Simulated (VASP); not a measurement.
# ZnO (P6_3mc) in VASP: a series of runs, part 2 of 2

VASP 6.6.1. The steps go on from the part before.

## (5) Single point, r2SCAN

POSCAR

```
ZnO
1.0
    3.2373510200      0.0000000000      0.0000000000
   -1.6186755100      2.8036282300      0.0000000000
    0.0000000000      0.0000000000      5.2220613000
Zn O
2 2
Direct
    0.6666666700      0.3333333300      0.5005917000
    0.3333333300      0.6666666700      0.0005917000
    0.6666666700      0.3333333300      0.8797183000
    0.3333333300      0.6666666700      0.3797183000
```

INCAR.step1

```
SYSTEM = ZnO
  PREC = Accurate
  ENCUT = 910
  ISMEAR = 0
  SIGMA = 0.1
  LREAL = .FALSE.
  LASPH = .TRUE.
  NELM = 120
  NBANDS = 26
  GGA = PE
  ALGO = Normal
  EDIFF = 1E-5
  LWAVE = .TRUE.
  LCHARG = .FALSE.
  GGA_COMPAT = .FALSE.
```

INCAR.step2

```
SYSTEM = ZnO
  PREC = Accurate
  ENCUT = 910
  EDIFF = 1E-6
  ISMEAR = 0
  SIGMA = 0.1
  LREAL = .FALSE.
  LASPH = .TRUE.
  NELM = 120
  ALGO = Normal
  ISIF = 2
  LWAVE = .FALSE.
  LCHARG = .FALSE.
  METAGGA = R2SCAN
  LMIXTAU = .TRUE.
  NBANDS = 26
  ISTART = 1
  GGA_COMPAT = .FALSE.
```

KPOINTS

```
Automatic mesh
0
G
  6 6 4
  0 0 0
```

Potentials or basis: VASP PAW PBE potentials, release 64 (Zn, O_h).

The run is started by

```bash
$ cat potpaw_PBE.64/Zn/POTCAR potpaw_PBE.64/O_h/POTCAR > POTCAR
$ cp INCAR.step1 INCAR
$ mpirun -np 1 vasp_std > vasp.out
$ cp INCAR.step2 INCAR
$ mpirun -np 1 vasp_std > vasp.out
```

OUTCAR:

```text
SYSTEM = ZnO
   PREC = Accurate
   ENCUT = 910
   EDIFF = 1E-6
   ISMEAR = 0
   LREAL = .FALSE.
   LASPH = .TRUE.
   NELM = 120
   ISIF = 2
   METAGGA = R2SCAN
   ISTART = 1

 ion  position               nearest neighbor table
   1  0.667  0.333  0.501-   4 1.97   4 1.97   4 1.97   3 1.98
   2  0.333  0.667  0.001-   3 1.97   3 1.97   3 1.97   4 1.98
   3  0.667  0.333  0.880-   2 1.97   2 1.97   2 1.97   1 1.98
   4  0.333  0.667  0.380-   1 1.97   1 1.97   1 1.97   2 1.98

  LATTYP: Found a hexagonal cell.
 ALAT       =     3.2373510200
 C/A-ratio  =     1.6130661358

  Lattice vectors:

 A1 = (   3.2373510200,   0.0000000000,   0.0000000000)
 A2 = (  -1.6186755100,   2.8036282300,   0.0000000000)
 A3 = (   0.0000000000,   0.0000000000,   5.2220613000)

Analysis of symmetry for initial positions (statically):
=====================================================================
 Subroutine PRICEL returns:
 Original cell was already a primitive cell.

 Routine SETGRP: Setting up the symmetry group for a
 hexagonal supercell.

 Subroutine GETGRP returns: Found 12 space group operations
 (whereof  6 operations were pure point group operations)
 out of a pool of 24 trial point group operations.

[... 166 lines left out ...]

 val. band max:        1.2100976432   @ k =   0.0000   0.0000   0.0000
 cond. band min:       2.4386730555   @ k =   0.0000   0.0000   0.0000
 fundamental gap:      1.2285754124
 Fermi energy:         1.6567295623

 k-point     1 :       0.0000    0.0000    0.0000
  band No.  band energies     occupation
      1     -17.9086      2.00000
      2     -17.2199      2.00000
      3      -4.6273      2.00000
      4      -4.6273      2.00000
      5      -4.5795      2.00000
      6      -4.5210      2.00000
[... 598 lines left out ...]
     25      17.5713      0.00000
     26      17.5714      0.00000

------------------------ aborting loop because EDIFF is reached ----------------------------------------

  FORCE on cell =-STRESS in cart. coord.  units (eV):
  Direction    XX          YY          ZZ          XY          YZ          ZX
  --------------------------------------------------------------------------------------
  -------------------------------------------------------------------------------------
  Total        0.0951466      0.0951466      0.0601297      0.0000000      0.0000000      0.0000000
  in kB        3.2162652      3.2162652      2.0325788      0.0000000      0.0000000      0.0000000
  external PRESSURE =       2.8217031 kB  Pullay stress =       0.0000000 kB

 VOLUME and BASIS-vectors are now :
 -----------------------------------------------------------------------------
  energy-cutoff  :      910.00
  volume of cell :       47.40
      direct lattice vectors                 reciprocal lattice vectors
     3.237351020  0.000000000  0.000000000     0.308894523  0.178340336  0.000000000
    -1.618675510  2.803628230  0.000000000     0.000000000  0.356680672  0.000000000
     0.000000000  0.000000000  5.222061300     0.000000000  0.000000000  0.191495263

 POSITION                                       TOTAL-FORCE (eV/Angst)
 -----------------------------------------------------------------------------------
      1.61868      0.93454      2.61412         0.000000      0.000000     -0.001883
     -0.00000      1.86909      0.00309        -0.000000      0.000000     -0.001883
      1.61868      0.93454      4.59394         0.000000     -0.000000      0.001883
     -0.00000      1.86909      1.98291        -0.000000      0.000000      0.001883
 -----------------------------------------------------------------------------------
    total drift:                               -0.000026      0.000015      0.015535

  FREE ENERGIE OF THE ION-ELECTRON SYSTEM (eV)
  ---------------------------------------------------
  free  energy   TOTEN  =       -36.3386571712 eV

  energy  without entropy=      -36.3386571712  energy(sigma->0) =      -36.33865717
```

OUTCAR.step1:

```text
SYSTEM = ZnO
   PREC = Accurate
   ENCUT = 910
   ISMEAR = 0
   LREAL = .FALSE.
   LASPH = .TRUE.
   NELM = 120
[... 834 lines left out ...]
     -0.00000      1.86909      0.00309         0.000000      0.000000     -0.001668
      1.61868      0.93454      4.59394        -0.000000     -0.000000      0.001668
     -0.00000      1.86909      1.98291        -0.000000      0.000000      0.001668
 -----------------------------------------------------------------------------------
    total drift:                               -0.000026      0.000015     -0.000086

  FREE ENERGIE OF THE ION-ELECTRON SYSTEM (eV)
  ---------------------------------------------------
  free  energy   TOTEN  =       -17.8266043521 eV

  energy  without entropy=      -17.8266043519  energy(sigma->0) =      -17.82660435
```

OSZICAR.step1:

```text
N       E                     dE             d eps       ncg     rms          rms(c)
DAV:   1     0.394016873558E+03    0.39402E+03   -0.25146E+04  1108   0.292E+03
DAV:   2     0.471838151066E+02   -0.34683E+03   -0.32562E+03  1148   0.550E+02
DAV:   3    -0.175737211464E+02   -0.64758E+02   -0.62594E+02  1274   0.192E+02
DAV:   4    -0.210091550983E+02   -0.34354E+01   -0.34071E+01  1198   0.483E+01
DAV:   5    -0.210430499991E+02   -0.33895E-01   -0.33867E-01  1230   0.485E+00    0.150E+01
DAV:   6    -0.176414075383E+02    0.34016E+01   -0.60881E+00  1800   0.606E+01    0.902E+00
DAV:   7    -0.178715039858E+02   -0.23010E+00   -0.30788E+00  1290   0.166E+01    0.551E+00
DAV:   8    -0.178708631553E+02    0.64083E-03   -0.52661E-01  1478   0.701E+00    0.182E+00
DAV:   9    -0.178248141923E+02    0.46049E-01   -0.92273E-02  1582   0.573E+00    0.438E-01
DAV:  10    -0.178264188414E+02   -0.16046E-02   -0.41626E-02  1118   0.169E+00    0.122E-01
DAV:  11    -0.178266347698E+02   -0.21593E-03   -0.17711E-03  1318   0.916E-01    0.488E-02
DAV:  12    -0.178265927451E+02    0.42025E-04   -0.36808E-04  1352   0.592E-01    0.113E-02
DAV:  13    -0.178266093742E+02   -0.16629E-04   -0.53299E-05  1148   0.602E-02    0.224E-02
DAV:  14    -0.178266043521E+02    0.50221E-05   -0.12443E-05   868   0.359E-02
   1 F= -.17826604E+02 E0= -.17826604E+02  d E =-.211925E-09
```

Wall time 2.9 min (1 thread of AMD EPYC 9R45 (Zen 5), shared host); peak memory 0.23 GiB.

What came out:

| Item | Value |
| --- | --- |
| Free energy | -36.3387 eV |
| Pressure | 0.3 GPa |
| Band gap on the k mesh | 1.23 eV, direct |

Caveat: the cutoff is under 1.25 times the usual one of these potentials, so pressure, stress and relaxed cells hold a basis-set (Pulay) error; the PAW data sets were made with another functional, which shifts forces and pressure a little. r2SCAN opens gaps a little over a GGA but as a rule still falls short of measured ones.

## (6) Summary

```tsv
potentials or basis	cell	k mesh	cutoff (eV)	smearing	second run	gap on the mesh (eV)	pressure (GPa)	largest force (eV/Å)
VASP PAW PBE potentials, release 64 (Zn, O)	a = 3.237, b = 3.237, c = 5.222 Å, angles 90.0, 90.0, 120.0°, 4 atoms	6 × 6 × 4	520	gaussian 0.1 eV	-	1.23	0.5	0.02
VASP PAW PBE potentials, release 64 (Zn, O)	a = 3.235, b = 3.235, c = 5.212 Å, angles 90.0, 90.0, 120.0°, 4 atoms	12 × 12 × 6	520	gaussian 0.02 eV	-	1.23	1.0	0.02
VASP PAW PBE potentials, release 64 (Zn, O)	a = 3.235, b = 3.235, c = 5.212 Å, angles 90.0, 90.0, 120.0°, 4 atoms	12 × 12 × 6	520	gaussian 0.01 eV	-	1.23	1.0	0.02
VASP PAW PBE potentials, release 64 (Zn, O_h)	a = 3.237, b = 3.237, c = 5.222 Å, angles 90.0, 90.0, 120.0°, 4 atoms	6 × 6 × 4	910	gaussian 0.1 eV	hard_potentials	1.23	0.3	-
```

Alike in all rows: task single point; level r2SCAN; no spin polarisation.

Caveats: the PAW data sets were made with another functional, which shifts forces and pressure a little; the cutoff is under 1.25 times the usual one of these potentials, so pressure, stress and relaxed cells hold a basis-set (Pulay) error (some runs).

Total energies depend on the potentials used, so only differences within one code and one set of settings carry meaning.
